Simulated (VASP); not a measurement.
# AlNi (P4/mmm) in VASP: further runs, part 3 of 3

VASP 6.6.1. Earlier steps stand in the parts before.

### Step 5. Single point, PBEsol

This run uses another cell than the first one, of 11.09 Å³/atom, 1.022 times its volume.

Input file INCAR:

```
  PREC = Accurate
  ENCUT = 520
  EDIFF = 1E-6
  ISMEAR = 0
  SIGMA = 0.15
  LREAL = False
  LASPH = True
  NELM = 60
  ALGO = Fast
  ISIF = 2
  LWAVE = False
  LCHARG = False
  GGA = PS
  NBANDS = 14
```

Input file KPOINTS:

```
Automatic mesh
0
Gamma
  16 16 16
```

Input file POSCAR:

```
AlNi
1.0
    2.0211996424     -2.0211459319      0.0000000000
    2.0211996424      2.0211459319      0.0000000000
    0.0000000000      0.0000000000      2.7159000000
Al Ni
1 1
Direct
    0.0000000000      0.0000000000      0.0000000000
    0.5000000000      0.5000000000      0.5000000000
```

Potentials or basis: VASP PAW PBE potentials, release 64 (Al, Ni).

Started as:

```bash
cat potpaw_PBE.64/Al/POTCAR potpaw_PBE.64/Ni/POTCAR > POTCAR
mpirun -np 1 vasp_std > vasp.out
```

OUTCAR:

```text
PREC = Accurate
   ENCUT = 520
   EDIFF = 1E-6
   ISMEAR = 0
   LREAL = False
   LASPH = True
   NELM = 60
   ISIF = 2
   GGA = PS

 ion  position               nearest neighbor table
   1  0.000  0.000  0.000-   2 2.43   2 2.43   2 2.43   2 2.43   2 2.44   2 2.44   2 2.44   2 2.44

   2  0.500  0.500  0.500-   1 2.43   1 2.43   1 2.43   1 2.43   1 2.44   1 2.44   1 2.44   1 2.44

  LATTYP: Found a base centered orthorhombic cell.
 ALAT       =     4.0422918638
 B/A-ratio  =     1.0000265743
 C/A-ratio  =     0.6718713273

  Lattice vectors:

 A1 = (  -2.0211996424,  -2.0211459319,   0.0000000000)
 A2 = (   2.0211996424,  -2.0211459319,   0.0000000000)
 A3 = (   0.0000000000,   0.0000000000,   2.7159000000)

Analysis of symmetry for initial positions (statically):
=====================================================================
 Subroutine PRICEL returns:
 Original cell was already a primitive cell.

 Routine SETGRP: Setting up the symmetry group for a
 base centered orthorhombic supercell.

 Subroutine GETGRP returns: Found  8 space group operations
 (whereof  8 operations were pure point group operations)
 out of a pool of  8 trial point group operations.

The static configuration has the point symmetry D_2h.

Analysis of symmetry for dynamics (positions and initial velocities):
=====================================================================
 Subroutine PRICEL returns:
 Original cell was already a primitive cell.

 Routine SETGRP: Setting up the symmetry group for a
 base centered orthorhombic supercell.

 Subroutine GETGRP returns: Found  8 space group operations
 (whereof  8 operations were pure point group operations)
 out of a pool of  8 trial point group operations.

The dynamic configuration has the point symmetry D_2h.

 Subroutine INISYM returns: Found  8 space group operations
 (whereof  8 operations are pure point group operations),
 and found     1 'primitive' translations
[... 123 lines left out ...]
   IVDW    =     0    specifies the selected vdW correction
   LEPSILON=     F    determine dielectric tensor
   LRPA    =     F    only Hartree local field effects (RPA)
 non-spin polarized calculation
 RMM-DIIS sequential band-by-band and
 Gauss-broadening in eV      SIGMA  =   0.15
  energy-cutoff  :      520.00
  volume of cell :       22.19
 maximum number of plane-waves:       616
 NGX is ok and might be reduce to    24
   NGX = 11   NGY = 11   NGZ = 11

 number of electron      13.0000006 magnetization

 Free energy of the ion-electron system (eV)
  ---------------------------------------------------
  ext. energy  EPLUGINS =         0.00000000
  ---------------------------------------------------
  free energy    TOTEN  =       -11.53590503 eV

  energy without entropy =      -11.52650941  energy(sigma->0) =      -11.53120722

 E-fermi :  10.9240     XC(G=0): -12.5342

 val. band max:       10.9188055652   @ k =   0.1250   0.0625   0.3750
 cond. band min:      10.9274237945   @ k =  -0.3125   0.1250   0.0000
 fundamental gap:      0.0086182292
 Fermi energy:        10.9240392379

 k-point     1 :       0.0000    0.0000    0.0000
  band No.  band energies     occupation
      1      -0.7756      2.00000
      2       7.2757      2.00000
      3       7.3112      2.00000
      4       9.1064      2.00000
      5       9.2733      2.00000
      6       9.2733      2.00000
      7      16.1043      0.00000
      8      16.1044      0.00000
      9      18.0770      0.00000
     10      19.0922      0.00000
     11      19.4027      0.00000
     12      26.1521      0.00000
     13      31.8888      0.00000
     14      33.1597      0.00000
[... 377 lines left out ...]
      1      -0.6289      2.00000
      2       7.2761      2.00000
      3       7.3297      2.00000
      4       9.0336      2.00000
      5       9.2447      2.00000
      6       9.2546      2.00000
      7      15.3239      0.00000
      8      15.5939      0.00000
      9      18.2601      0.00000
     10      19.8592      0.00000
     11      20.1062      0.00000
     12      26.5287      0.00000
     13      30.0651      0.00000
     14      32.3151      0.00000

 [... further k-points ...]

------------------------ aborting loop because EDIFF is reached ----------------------------------------

  FORCE on cell =-STRESS in cart. coord.  units (eV):
  Direction    XX          YY          ZZ          XY          YZ          ZX
  --------------------------------------------------------------------------------------
  -------------------------------------------------------------------------------------
  Total        1.2374930      1.2386821      2.0464550      0.0000000      0.0000000      0.0000000
  in kB       89.3516717     89.4375290    147.7617848      0.0000000      0.0000000      0.0000000
  external PRESSURE =     108.8503285 kB  Pullay stress =       0.0000000 kB

 VOLUME and BASIS-vectors are now :
 -----------------------------------------------------------------------------
  energy-cutoff  :      520.00
  volume of cell :       22.19
      direct lattice vectors                 reciprocal lattice vectors
     2.021199642 -2.021145932  0.000000000     0.247377839 -0.247384413  0.000000000
     2.021199642  2.021145932  0.000000000     0.247377839  0.247384413  0.000000000
     0.000000000  0.000000000  2.715900000     0.000000000  0.000000000  0.368202069

 POSITION                                       TOTAL-FORCE (eV/Angst)
 -----------------------------------------------------------------------------------
      0.00000      0.00000      0.00000         0.000000      0.000000      0.000000
      2.02120      0.00000      1.35795         0.000000      0.000000      0.000000
 -----------------------------------------------------------------------------------
    total drift:                                0.000000     -0.000000     -0.000000

  FREE ENERGIE OF THE ION-ELECTRON SYSTEM (eV)
  ---------------------------------------------------
  free  energy   TOTEN  =       -11.5359050292 eV

  energy  without entropy=      -11.5265094112  energy(sigma->0) =      -11.53120722
```

OSZICAR:

```text
N       E                     dE             d eps       ncg     rms          rms(c)
DAV:   1     0.403785603385E+02    0.40379E+02   -0.54259E+03 18740   0.994E+02
DAV:   2    -0.114464410996E+02   -0.51825E+02   -0.46757E+02 19872   0.184E+02
DAV:   3    -0.132364337014E+02   -0.17900E+01   -0.17746E+01 22962   0.375E+01
DAV:   4    -0.132593441282E+02   -0.22910E-01   -0.22904E-01 22110   0.388E+00
DAV:   5    -0.132600061388E+02   -0.66201E-03   -0.66199E-03 23484   0.716E-01    0.134E+01
RMM:   6    -0.150421570120E+02   -0.17822E+01   -0.15014E+01 22515   0.485E+01    0.167E+01
RMM:   7    -0.115538131760E+02    0.34883E+01   -0.40622E+00 20797   0.247E+01    0.138E+00
RMM:   8    -0.115473271362E+02    0.64860E-02   -0.80352E-02 19938   0.285E+00    0.753E-01
RMM:   9    -0.115397871098E+02    0.75400E-02   -0.28135E-02 21212   0.115E+00    0.567E-01
RMM:  10    -0.115359476878E+02    0.38394E-02   -0.84694E-03 22730   0.116E+00    0.173E-01
RMM:  11    -0.115360390329E+02   -0.91345E-04   -0.97704E-04 25103   0.363E-01    0.124E-01
RMM:  12    -0.115358943628E+02    0.14467E-03   -0.31309E-04 25621   0.186E-01    0.294E-02
RMM:  13    -0.115359030291E+02   -0.86663E-05   -0.95966E-05 25451   0.659E-02    0.104E-02
RMM:  14    -0.115359046334E+02   -0.16043E-05   -0.15831E-05 24585   0.282E-02    0.110E-02
RMM:  15    -0.115359050292E+02   -0.39579E-06   -0.14463E-06 13999   0.100E-02
   1 F= -.11535905E+02 E0= -.11531207E+02  d E =-.939562E-02
```

It took 1.9 min on 1 thread of Intel Xeon Platinum 8259CL at 2.50GHz (Skylake/Cascade Lake), shared host; peak memory 0.31 GiB.

Results:

```
Free energy : -11.5359 eV
Pressure    : 10.9 GPa
```

Stress tensor (GPa, compression positive):
```
 8.94  0.00  0.00
 0.00  8.94  0.00
 0.00  0.00 14.78
```

Levels at points of the mesh, in eV from the Fermi level:
```tsv
k point	band 3	band 4	band 5	band 6	band 7	band 8	band 9	band 10	band 11	band 12
(0.00, 0.00, 0.00)	-3.61	-1.82	-1.65	-1.65	5.18	5.18	7.15	8.17	8.48	15.23
(0.50, 0.00, 0.00)	-3.13	-2.60	-2.28	-1.57	-0.84	8.30	9.69	10.94	11.53	12.58
(0.50, 0.50, 0.00)	-3.33	-3.33	-2.15	-2.15	-1.21	1.25	2.53	14.08	16.52	16.81
(0.00, 0.00, 0.50)	-3.01	-2.59	-2.59	-1.68	-0.42	8.39	9.91	9.91	11.51	11.51
(0.50, 0.00, 0.50)	-3.10	-2.83	-2.43	-2.36	-1.10	1.79	3.02	12.71	15.07	15.42
(0.50, 0.50, 0.50)	-4.48	-1.16	-1.03	1.88	1.88	2.00	4.41	4.42	4.99	4.99
```

Caveat: the PAW data sets were made with another functional, which shifts forces and pressure a little. Spin polarisation is off, so any magnetic state and its effect on volume and gap are missing.

### Step 6. Single point, PBEsol

This run uses another cell than the first one, of 11.24 Å³/atom, 1.035 times its volume.

Input file INCAR:

```
SYSTEM = AlNi
  PREC = Accurate
  ENCUT = 520
  EDIFF = 1E-7
  ISMEAR = 0
  SIGMA = 0.15
  LREAL = .FALSE.
  LASPH = .TRUE.
  NELM = 60
  ALGO = Fast
  ISIF = 2
  LWAVE = .FALSE.
  LCHARG = .FALSE.
  GGA = PS
  NBANDS = 14
```

Input file KPOINTS:

```
Automatic mesh
0
G
  16 16 16
  0 0 0
```

Input file POSCAR:

```
AlNi
1.0
    1.9538327071     -1.9537807868      0.0000000000
    1.9538327071      1.9537807868      0.0000000000
    0.0000000000      0.0000000000      2.9454000000
Al Ni
1 1
Direct
    0.0000000000      0.0000000000      0.0000000000
    0.5000000000      0.5000000000      0.5000000000
```

Potentials or basis: VASP PAW PBE potentials, release 64 (Al, Ni).

Started as:

```bash
cat potpaw_PBE.64/Al/POTCAR potpaw_PBE.64/Ni/POTCAR > POTCAR
mpirun -np 1 vasp_std > vasp.out
```

OUTCAR:

```text
SYSTEM = AlNi
   PREC = Accurate
   ENCUT = 520
   EDIFF = 1E-7
   ISMEAR = 0
   LREAL = .FALSE.
   LASPH = .TRUE.
   NELM = 60
   ISIF = 2
   GGA = PS

 ion  position               nearest neighbor table
   1  0.000  0.000  0.000-   2 2.45   2 2.45   2 2.45   2 2.45   2 2.45   2 2.45   2 2.45   2 2.45

   2  0.500  0.500  0.500-   1 2.45   1 2.45   1 2.45   1 2.45   1 2.45   1 2.45   1 2.45   1 2.45

  LATTYP: Found a base centered orthorhombic cell.
 ALAT       =     3.9075615736
 B/A-ratio  =     1.0000265743
 C/A-ratio  =     0.7537693123

  Lattice vectors:

 A1 = (  -1.9538327071,  -1.9537807868,   0.0000000000)
 A2 = (   1.9538327071,  -1.9537807868,   0.0000000000)
 A3 = (   0.0000000000,   0.0000000000,   2.9454000000)

Analysis of symmetry for initial positions (statically):
=====================================================================
 Subroutine PRICEL returns:
 Original cell was already a primitive cell.

 Routine SETGRP: Setting up the symmetry group for a
 base centered orthorhombic supercell.

 Subroutine GETGRP returns: Found  8 space group operations
 (whereof  8 operations were pure point group operations)
 out of a pool of  8 trial point group operations.

The static configuration has the point symmetry D_2h.

[... 172 lines left out ...]
      2       7.1379      2.00000
      3       7.2117      2.00000
      4       9.0026      2.00000
      5       9.0027      2.00000
      6       9.1877      2.00000
      7      14.9688      0.00000
      8      17.3053      0.00000
      9      17.3055      0.00000
     10      18.6509      0.00000
     11      19.3306      0.00000
     12      25.7605      0.00000
     13      31.9131      0.00000
     14      31.9131      0.00000
[... 377 lines left out ...]
      1      -0.7059      2.00000
      2       7.1734      2.00000
      3       7.2244      2.00000
      4       8.9462      2.00000
      5       8.9753      2.00000
      6       9.1188      2.00000
      7      15.1930      0.00000
      8      16.1772      0.00000
      9      16.6616      0.00000
     10      19.0279      0.00000
     11      20.7091      0.00000
     12      26.3543      0.00000
     13      30.7650      0.00000
     14      31.0641      0.00000

 [... further k-points ...]
[... 5 lines left out ...]
  --------------------------------------------------------------------------------------
  -------------------------------------------------------------------------------------
  Total        1.3869695      1.3879663      0.7012854     -0.0000000      0.0000000      0.0000000
  in kB       98.8188980     98.8899149     49.9652272     -0.0000000      0.0000000      0.0000000
  external PRESSURE =      82.5580134 kB  Pullay stress =       0.0000000 kB

 VOLUME and BASIS-vectors are now :
 -----------------------------------------------------------------------------
  energy-cutoff  :      520.00
  volume of cell :       22.49
      direct lattice vectors                 reciprocal lattice vectors
     1.953832707 -1.953780787  0.000000000     0.255907273 -0.255914074  0.000000000
     1.953832707  1.953780787  0.000000000     0.255907273  0.255914074  0.000000000
     0.000000000  0.000000000  2.945400000     0.000000000  0.000000000  0.339512460

 POSITION                                       TOTAL-FORCE (eV/Angst)
 -----------------------------------------------------------------------------------
      0.00000      0.00000      0.00000         0.000000      0.000000      0.000000
      1.95383      0.00000      1.47270        -0.000000      0.000000      0.000000
 -----------------------------------------------------------------------------------
    total drift:                                0.000000     -0.000000     -0.000000

  FREE ENERGIE OF THE ION-ELECTRON SYSTEM (eV)
  ---------------------------------------------------
  free  energy   TOTEN  =       -11.5513269671 eV

  energy  without entropy=      -11.5412944061  energy(sigma->0) =      -11.54631069
```

OSZICAR:

```text
N       E                     dE             d eps       ncg     rms          rms(c)
DAV:   1     0.400622002820E+02    0.40062E+02   -0.54430E+03 18812   0.990E+02
DAV:   2    -0.114673941050E+02   -0.51530E+02   -0.46420E+02 19848   0.183E+02
DAV:   3    -0.132428344704E+02   -0.17754E+01   -0.17588E+01 23136   0.372E+01
DAV:   4    -0.132659120223E+02   -0.23078E-01   -0.23070E-01 21928   0.389E+00
DAV:   5    -0.132665809774E+02   -0.66896E-03   -0.66894E-03 23546   0.720E-01    0.133E+01
RMM:   6    -0.151575749939E+02   -0.18910E+01   -0.15332E+01 22530   0.490E+01    0.170E+01
RMM:   7    -0.115695851970E+02    0.35880E+01   -0.41591E+00 20744   0.249E+01    0.132E+00
RMM:   8    -0.115627728748E+02    0.68123E-02   -0.86915E-02 19831   0.297E+00    0.760E-01
RMM:   9    -0.115553050084E+02    0.74679E-02   -0.29067E-02 21053   0.114E+00    0.572E-01
RMM:  10    -0.115513750105E+02    0.39300E-02   -0.86296E-03 22668   0.117E+00    0.171E-01
RMM:  11    -0.115514747673E+02   -0.99757E-04   -0.99730E-04 25012   0.370E-01    0.128E-01
RMM:  12    -0.115513153146E+02    0.15945E-03   -0.34097E-04 25239   0.199E-01    0.280E-02
RMM:  13    -0.115513251577E+02   -0.98430E-05   -0.99767E-05 25586   0.672E-02    0.806E-03
RMM:  14    -0.115513268199E+02   -0.16622E-05   -0.15387E-05 27897   0.278E-02    0.104E-02
RMM:  15    -0.115513271392E+02   -0.31935E-06   -0.15786E-06 24345   0.852E-03    0.190E-02
RMM:  16    -0.115513270011E+02    0.13818E-06   -0.22741E-07 15843   0.306E-03    0.626E-03
RMM:  17    -0.115513269671E+02    0.33967E-07   -0.36568E-08 11955   0.159E-03
   1 F= -.11551327E+02 E0= -.11546311E+02  d E =-.100326E-01
```

stdout:

```text
POSCAR found type information on POSCAR AlNi
 POSCAR found :  2 types and       2 ions
 scaLAPACK will be used
 -----------------------------------------------------------------------------
|                                                                             |
|                                                                             |
|     You enforced a specific xc type in the INCAR file but a different       |
|     I HOPE YOU KNOW WHAT YOU ARE DOING!                                     |
|                                                                             |
 -----------------------------------------------------------------------------

 LDA part: xc-table for (Slater+PW92), standard interpolation
 POSCAR, INCAR and KPOINTS ok, starting setup
 FFT: planning ... GRIDC
 FFT: planning ... GRID_SOFT
 FFT: planning ... GRID
 WAVECAR not read
 entering main loop
WARNING in EDDRMM: call to ZHEGV failed, returncode =   6  3     13
WARNING in EDDRMM: call to ZHEGV failed, returncode =   8  4     13
WARNING in EDDRMM: call to ZHEGV failed, returncode =   8  4     13
WARNING in EDDRMM: call to ZHEGV failed, returncode =   8  4     13
WARNING in EDDRMM: call to ZHEGV failed, returncode =   6  3     14
WARNING in EDDRMM: call to ZHEGV failed, returncode =   8  4     13
WARNING in EDDRMM: call to ZHEGV failed, returncode =   8  4     13
WARNING in EDDRMM: call to ZHEGV failed, returncode =   8  4     13
 num prob WARNING in EDDRMM: call to ZHEGV failed, returncode =   8  4     13
```

Run time: 2.4 min. Hardware: 1 thread of Intel Xeon Platinum 8259CL at 2.50GHz (Skylake/Cascade Lake), shared host; peak memory 0.32 GiB.

Results:

| Property | Result |
| --- | --- |
| Free energy | -11.5513 eV |
| Pressure | 8.3 GPa |

Caveat: the PAW data sets were made with another functional, which shifts forces and pressure a little. Spin polarisation is off, so any magnetic state and its effect on volume and gap are missing.

### Step 7. The runs side by side

| cell | further INCAR settings | gap on the mesh (eV) | pressure (GPa) |
| --- | --- | --- | --- |
| a = 2.716, b = 2.716, c = 2.945 Å, 2 atoms | ALGO = Fast; EDIFF = 1e-06; NBANDS = 14 | none | 16.4 |
| a = 2.763, b = 2.763, c = 2.869 Å, 2 atoms | ALGO = Fast; EDIFF = 1e-06; NBANDS = 14 | none | 14.0 |
| a = 2.811, b = 2.811, c = 2.792 Å, 2 atoms | ALGO = Fast; EDIFF = 1e-06; NBANDS = 14 | none | 12.3 |
| a = 2.858, b = 2.858, c = 2.716 Å, 2 atoms | ALGO = Fast; EDIFF = 1e-06; NBANDS = 14 | none | 10.9 |
| a = 2.763, b = 2.763, c = 2.945 Å, 2 atoms | ALGO = Fast; EDIFF = 1e-07; NBANDS = 14 | none | 8.3 |

Alike in all rows: task single point; level PBEsol; potentials or basis VASP PAW PBE potentials, release 64 (Al, Ni); no spin polarisation; k mesh 16 × 16 × 16; cutoff (eV) 520; smearing gaussian 0.15 eV.

Caveats: the PAW data sets were made with another functional, which shifts forces and pressure a little.

Absolute energies hang on the potentials; compare differences alone.
